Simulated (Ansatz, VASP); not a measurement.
GaN in VASP and in Ansatz

```xyz
4
Lattice="3.3572 0.0000 0.0000 -1.6786 2.9074 0.0000 0.0000 0.0000 3.8665" Properties=species:S:1:pos:R:3 pbc="T T T"
Ga    0.0000    1.9383    2.8999
Ga    1.6786    0.9691    0.9666
N     0.0000    1.9383    0.9666
N     1.6786    0.9691    2.8999
```

Alike in both runs: task single point; functional PBE; k mesh 9 × 9 × 8; occupations gaussian, width 0.02 eV; no spin polarisation.

```csv
,VASP,Ansatz
version,VASP 6.6.1,Ansatz 0.2.0
potentials or method,"VASP PAW PBE potentials, release 64 (Ga_d, N), cutoff 520 eV","scalar-relativistic, plane waves, PAW"
valence electrons in the cell,36,36
```

```csv
,VASP,Ansatz,Ansatz less VASP
gap on the k mesh at the Fermi level (eV),1.46,1.48,+0.020
least direct gap on the mesh (eV),2.42,2.45,+0.020
pressure (GPa),51.7,51.2,-0.46
"traceless stress, the component that is largest in VASP (GPa)",33.55,33.26,-0.293
```

Both programs put the cell under a high pressure, so it lies far from rest at this level.
